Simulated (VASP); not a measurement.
# SnS2 (P-3m1) in VASP: further runs, part 2 of 2

VASP 6.6.1. Earlier steps stand in the parts before.

## 3. Single point, PBE

Contents of INCAR:

```
SYSTEM = SnS2
PREC     = Accurate       ! precision mode
ENCUT    = 500            ! plane-wave cutoff, eV
EDIFF    = 1E-6           ! SCF threshold, eV
ISMEAR   = 0              ! smearing method
SIGMA    = 0.01           ! smearing width, eV
LREAL    = .False.        ! projectors in reciprocal space
LASPH    = .True.         ! aspherical terms in the spheres
NELM     = 120            ! most SCF steps
ALGO     = Normal         ! electronic algorithm
ISIF     = 2              ! what is computed and relaxed
LWAVE    = .False.        ! write WAVECAR
LCHARG   = .True.         ! write CHGCAR
GGA      = PE             ! functional
LELF     = .True.         ! ELF
LVHAR    = .True.       
NBANDS   = 20             ! bands
GGA_COMPAT= .False.
```

Contents of KPOINTS:

```
regular mesh
0
Gamma
  6 6 4
  0 0 0
```

Contents of POSCAR:

```
SnS2
1.0
    3.6607548066      0.0000000000      0.0000000000
   -1.8303774033      3.1703066595      0.0000000000
    0.0000000000      0.0000000000      5.9617808738
Sn S
1 2
Direct
    0.0000000000      0.0000000000      0.0000000000
    0.3333333333      0.6666666667      0.2455905351
    0.6666666667      0.3333333333      0.7544094649
```

Potentials or basis: VASP PAW PBE potentials, release 64 (Sn_d, S).

Command:

```
> cat potpaw_PBE.64/Sn_d/POTCAR potpaw_PBE.64/S/POTCAR > POTCAR
> mpirun -np 1 vasp_std > vasp.out
```

Run time: 13 s. Hardware: 1 thread of Intel Xeon 6975P-C (Granite Rapids), shared host; peak memory 0.19 GiB.

Results (log left out):

- Free energy: -13.1641 eV
- Pressure: 3.0 GPa
- Largest force: 0.209 eV/Å
- Band gap on the k mesh: 1.51 eV (least direct gap 1.92 eV)

Forces in eV/Å, atoms in the order of the input:
```
Sn   0.000  0.000  0.000
S    0.000  0.000  0.209
S    0.000  0.000 -0.209
```

Levels at points of the mesh, in eV from the valence-band top:
```csv
k point,band 11,band 12,band 13,band 14,band 15,band 16
"(0.00, 0.00, 0.00)",-0.31,-0.31,0.00,1.98,3.68,5.45
"(0.50, 0.00, 0.00)",-2.48,-0.90,-0.26,1.72,4.55,6.08
"(0.00, 0.00, 0.50)",-0.68,-0.20,-0.20,3.06,3.74,5.23
"(0.50, 0.00, 0.50)",-1.77,-0.65,-0.55,1.53,4.77,5.67
```

Caveat: the cell stands under pressure; spin-orbit coupling is left out, which moves the levels of the heavy elements; this functional lacks dispersion, which binds the layers, so the pressure and a relaxed spacing across them are unreliable.

## 4. Single point, HSE06

POSCAR is that of step 3.

Contents of INCAR.step1:

```
ALGO = Normal
EDIFF = 1E-5
ENCUT = 400
GGA = PE
GGA_COMPAT = F
ISIF = 2
ISMEAR = 0
LASPH = T
LREAL = F
LWAVE = T
NBANDS = 20
NELM = 120
PREC = Accurate
SIGMA = 0.01
```

Contents of INCAR.step2:

```
ALGO = Normal
EDIFF = 1E-6
ENCUT = 400
GGA = PE
GGA_COMPAT = F
HFSCREEN = 0.2079
ISIF = 2
ISMEAR = 0
ISTART = 1
LASPH = T
LCHARG = T
LELF = T
LHFCALC = T
LREAL = F
LVHAR = T
LWAVE = F
NBANDS = 20
NELM = 120
PREC = Accurate
PRECFOCK = Normal
SIGMA = 0.01
```

Contents of KPOINTS:

```
k-points
0
Gamma
  6 6 2
```

Potentials or basis: VASP PAW PBE potentials, release 64 (Sn_d, S).

Command:

```
> cat potpaw_PBE.64/Sn_d/POTCAR potpaw_PBE.64/S/POTCAR > POTCAR
> cp INCAR.step1 INCAR
> mpirun -np 1 vasp_std > vasp.out
> cp INCAR.step2 INCAR
> mpirun -np 1 vasp_std > vasp.out
```

OUTCAR:

```text
EDIFF = 1E-6
   ENCUT = 400
   GGA = PE
   HFSCREEN = 0.2079
   ISIF = 2
   ISMEAR = 0
   ISTART = 1
   LASPH = T
   LHFCALC = T
   LREAL = F
   NELM = 120
   PREC = Accurate
   PRECFOCK = Normal

 ion  position               nearest neighbor table
   1  0.000  0.000  0.000-   2 2.57   3 2.57   2 2.57   3 2.57   3 2.57   2 2.57
   2  0.333  0.667  0.246-   1 2.57   1 2.57   1 2.57
   3  0.667  0.333  0.754-   1 2.57   1 2.57   1 2.57

  LATTYP: Found a hexagonal cell.
 ALAT       =     3.6607548066
 C/A-ratio  =     1.6285660168

  Lattice vectors:

 A1 = (   3.6607548066,   0.0000000000,   0.0000000000)
 A2 = (  -1.8303774033,   3.1703066595,   0.0000000000)
 A3 = (   0.0000000000,   0.0000000000,   5.9617808738)

Analysis of symmetry for initial positions (statically):
=====================================================================
 Subroutine PRICEL returns:
 Original cell was already a primitive cell.

 Routine SETGRP: Setting up the symmetry group for a
 hexagonal supercell.

 Subroutine GETGRP returns: Found 12 space group operations
 (whereof 12 operations were pure point group operations)
 out of a pool of 24 trial point group operations.

The static configuration has the point symmetry D_3d.

Analysis of symmetry for dynamics (positions and initial velocities):
=====================================================================
 Subroutine PRICEL returns:
 Original cell was already a primitive cell.

 Routine SETGRP: Setting up the symmetry group for a
 hexagonal supercell.

 Subroutine GETGRP returns: Found 12 space group operations
 (whereof 12 operations were pure point group operations)
 out of a pool of 24 trial point group operations.

[... 113 lines left out ...]
  Fermi-wavevector in a.u.,A,eV,Ry     =   1.181363  2.232452 18.988538  1.395618
  Thomas-Fermi vector in A             =   2.317638
   LORBIT       =      0    0 simple, 1 ext, 2 COOP (PROOUT), +10 PAW based schemes
   GGA     = PE    functional components
   LHFCALC =     T    Hartree Fock is set to
   PRECFOCK=normal    Normal, Fast or Accurate (Low or Medium for compatibility)
   ENCUT4O =  -1.0   cutoff for four orbital integrals eV
   NKREDX  =     1    reduce k-point grid by
   NKREDY  =     1    reduce k-point grid by
   NKREDZ  =     1    reduce k-point grid by
   AEXX    =    0.2500 exact exchange contribution
   HFSCREEN=    0.2079 screening length (either q_TF or 0.3 A-1)
   HFSCREENC=   0.2079 screening length for correlation (either q_TF or 0.3 A-1)
   ENCUTFOCK=  -1.0 apply spherical cutoff to Coloumb kernel
   IVDW    =     0    specifies the selected vdW correction
   LEPSILON=     F    determine dielectric tensor
   LRPA    =     F    only Hartree local field effects (RPA)
 non-spin polarized calculation
 Gauss-broadening in eV      SIGMA  =   0.01
  energy-cutoff  :      400.00
  volume of cell :       69.19
 maximum number of plane-waves:      1272
 NGX is ok and might be reduce to    24
  NGX = 18; NGY = 18; NGZ = 30

 number of electron      26.0000001 magnetization

 Free energy of the ion-electron system (eV)
  ---------------------------------------------------
  ext. energy  EPLUGINS =         0.00000000
  ---------------------------------------------------
  free energy    TOTEN  =       -16.19525412 eV

  energy without entropy =      -16.19525412  energy(sigma->0) =      -16.19525412

 E-fermi :   3.9002     XC(G=0):  -7.8969

 val. band max:        3.7620478660   @ k =   0.0000   0.0000   0.0000
 cond. band min:       6.1895504452   @ k =   0.5000   0.0000   0.5000
 fundamental gap:      2.4275025792
 Fermi energy:         3.9002090158

 k-point     1 :       0.0000    0.0000    0.0000
  band No.  band energies     occupation
      1     -19.0273      2.00000
      2     -19.0273      2.00000
      3     -18.9662      2.00000
      4     -18.9402      2.00000
      5     -18.9402      2.00000
      6     -11.2540      2.00000
[... 311 lines left out ...]
     19      14.5638      0.00000
     20      14.6366      0.00000

------------------------ aborting loop because EDIFF is reached ----------------------------------------

  FORCE on cell =-STRESS in cart. coord.  units (eV):
  Direction    XX          YY          ZZ          XY          YZ          ZX
  --------------------------------------------------------------------------------------
  -------------------------------------------------------------------------------------
  Total       -0.1277657     -0.1277657     -0.1484847      0.0000000      0.0000000     -0.0000000
  in kB       -2.9585362     -2.9585362     -3.4383037      0.0000000      0.0000000     -0.0000000
  external PRESSURE =      -3.1184587 kB  Pullay stress =       0.0000000 kB

 VOLUME and BASIS-vectors are now :
 -----------------------------------------------------------------------------
  energy-cutoff  :      400.00
  volume of cell :       69.19
      direct lattice vectors                 reciprocal lattice vectors
     3.660754807  0.000000000  0.000000000     0.273167708  0.157713450  0.000000000
    -1.830377403  3.170306660  0.000000000     0.000000000  0.315426899  0.000000000
     0.000000000  0.000000000  5.961780874     0.000000000  0.000000000  0.167735115

 POSITION                                       TOTAL-FORCE (eV/Angst)
 -----------------------------------------------------------------------------------
      0.00000      0.00000      0.00000         0.000000      0.000000      0.000000
     -0.00000      2.11354      1.46416        -0.000000     -0.000000     -0.265307
      1.83038      1.05677      4.49762        -0.000000      0.000000      0.265307
 -----------------------------------------------------------------------------------
    total drift:                                0.000001     -0.000000     -0.000002

  FREE ENERGIE OF THE ION-ELECTRON SYSTEM (eV)
  ---------------------------------------------------
  free  energy   TOTEN  =       -16.1952541170 eV

  energy  without entropy=      -16.1952541170  energy(sigma->0) =      -16.19525412
```

Wall time 22 min (1 thread of AMD EPYC 7R13, shared host); peak memory 0.24 GiB.

Results:

```
Free energy            : -16.1953 eV
Pressure               : -0.3 GPa
Largest force          : 0.265 eV/Å
Band gap on the k mesh : 2.43 eV (least direct gap 2.80 eV)
```

Forces in eV/Å, atoms in the order of the input:
```
Sn   0.000  0.000  0.000
S    0.000  0.000 -0.265
S    0.000  0.000  0.265
```

Caveat: the k points lie up to 0.53 Å⁻¹ apart; the PAW data sets were made with another functional, which shifts forces and pressure a little; spin-orbit coupling is left out, which moves the levels of the heavy elements; this functional lacks dispersion, which binds the layers, so the pressure and a relaxed spacing across them are unreliable. A k mesh can miss the band edges.

## 5. The runs side by side

| level | k mesh | cutoff (eV) | grid for exact exchange (PRECFOCK) | share of exact exchange | screening parameter | gap on the mesh (eV) | pressure (GPa) | largest force (eV/Å) |
| --- | --- | --- | --- | --- | --- | --- | --- | --- |
| r2SCAN | 6 × 6 × 2 | 550 | - | - | - | 1.85 | 0.8 | 0.04 |
| PBE | 6 × 6 × 4 | 500 | - | - | - | 1.51 | 3.0 | 0.21 |
| HSE06 | 6 × 6 × 2 | 400 | Normal | 0.25 | 0.2079 1/Å | 2.43 | -0.3 | 0.27 |

Alike in all rows: task single point; potentials or basis VASP PAW PBE potentials, release 64 (Sn_d, S); no spin polarisation; cell as given; smearing gaussian 0.01 eV.

Caveats: some runs use coarse meshes; spin-orbit coupling is left out, which moves the levels of the heavy elements; the PAW data sets were made with another functional, which shifts forces and pressure a little (at least some runs); this functional lacks dispersion, which binds the layers, so the pressure and a relaxed spacing across them are unreliable (at least some runs); the cell stands under pressure (at least some runs).

Absolute energies hang on the potentials; compare differences alone.
